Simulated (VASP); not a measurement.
# Ge13H7: single point with PBE

System: Ge13H7.

```xyz
20
Lattice="6.8906 0.2594 0.1123 0.2594 7.1390 0.0093 0.1123 0.0093 7.2080" Properties=species:S:1:pos:R:3 pbc="T T T"
H     1.4665    3.8218    7.0070
H     2.9700   -0.1193    1.4260
H     6.3552    8.0790    0.8390
H     3.9723   -0.5255   -0.6132
H     2.0235    6.5678    6.1230
H     2.3305    0.8575    4.4047
H     6.0530    8.2104    0.0941
Ge    0.7980    2.2103    6.8389
Ge    3.3240    1.0923    7.2106
Ge    0.6810    2.1318    4.2950
Ge    6.7567    3.5494    2.2626
Ge    3.9643    5.5607    2.6930
Ge    5.9410    5.9625    5.2492
Ge    4.9328    3.9605    7.0655
Ge    1.8346    6.2266    0.9507
Ge    4.6036    2.1510    2.5353
Ge    6.9454    7.0999    2.9317
Ge    3.3406    2.3286    5.0123
Ge    2.8529    3.1449    1.5118
Ge    2.1497    5.8249    4.4214
```

```yaml
Program: VASP 6.6.1
Task: single point
Functional: PBE
Potentials_or_basis: VASP PAW PBE potentials, release 64 (H, Ge_d)
Cutoff: 410 eV
k_mesh: 1 × 1 × 1, shifted
Occupations: fermi-dirac, width 0.1034 eV
Spin: no spin polarisation
```

The pressure is -1.7 GPa, the largest force is 3.402 eV/Å and the band gap on the k mesh is zero (an odd number of electrons rules out a gap without spin polarisation).

Forces on the atoms (eV/Å):
```
H   -0.131 -0.686 -0.277
H    0.367  0.417  0.474
H   -0.404 -0.195 -0.460
H    0.304  0.187  0.049
H    0.465 -0.486 -0.357
H   -0.227  0.116 -0.094
H   -0.031 -0.279  0.419
Ge   0.752  1.696  0.588
Ge   0.233 -0.633 -0.789
Ge   0.210 -0.588 -0.302
Ge  -0.521 -0.266 -0.163
Ge   0.603 -0.599 -0.062
Ge  -0.522 -0.192  0.014
Ge   0.442  0.103 -0.074
Ge  -0.572 -0.965 -0.372
Ge   2.645 -1.374  1.640
Ge  -0.194  0.681  0.380
Ge  -0.216  0.371 -0.381
Ge  -2.171  1.813 -1.195
Ge  -1.032  0.880  0.961
```

Stress tensor (GPa, compression positive):
```
-1.45  0.03  1.58
 0.03 -2.43  0.41
 1.58  0.41 -1.31
```

Levels at points of the mesh, in eV from the Fermi level:
```csv
k point,band 93,band 94,band 95,band 96,band 97,band 98
"(0.25, 0.25, 0.25)",-0.65,-0.18,-0.04,0.29,0.67,0.91
```

Wall time 58 s on 1 thread of Intel(R) Xeon(R) Platinum 8375C CPU @ 2.90GHz (Ice Lake), with other jobs on the host, peak memory 0.31 GiB.

Caveat: the atoms stand as in a frame of molecular dynamics.
